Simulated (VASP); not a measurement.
The system is Mn.

```
Mn
1.0
     2.33246    0.00000    0.00000
     0.00000    2.33246    0.00000
     0.00000    0.00000    2.33246
Mn
1
Direct
  0.00000 0.00000 0.00000
```

- Program: VASP 6.6.1
- Task: relaxation of cell and atoms
- Functional: r2SCAN
- Potentials or basis: VASP PAW PBE potentials, release 64 (Mn_pv)
- Cutoff: 600 eV
- k mesh: 13 × 13 × 13
- Occupations: fermi-dirac, width 0.1 eV
- Spin: no spin polarisation

At the start: pressure -17.6 GPa; volume 12.69 Å³/atom.

How do energy, volume and symmetry change on relaxing?

Over 4 steps the energy falls by 67.1 meV/atom and the volume is 11.57 Å³/atom (-8.9 %); space group Pm-3m (No. 221, to 0.05 Å).

The path:
```
step  energy change (eV)  largest force (eV/Å)  pressure (GPa)  volume (Å³)
   1              0.0000                0.0000          -17.60        12.69
   2              0.0564                0.0000           34.64        10.30
   3             -0.0670                0.0000           -0.66        11.59
   4             -0.0671                0.0000           -0.13        11.57
```

Final structure:
```
Mn
1.0
     2.26149    0.00000    0.00000
     0.00000    2.26149    0.00000
     0.00000    0.00000    2.26149
Mn
1
Cartesian
  0.0000 0.0000 0.0000
```

Caveat: the PAW data sets were made with another functional, which shifts forces and pressure a little; the run has no spin polarisation, though such a crystal can be magnetic.
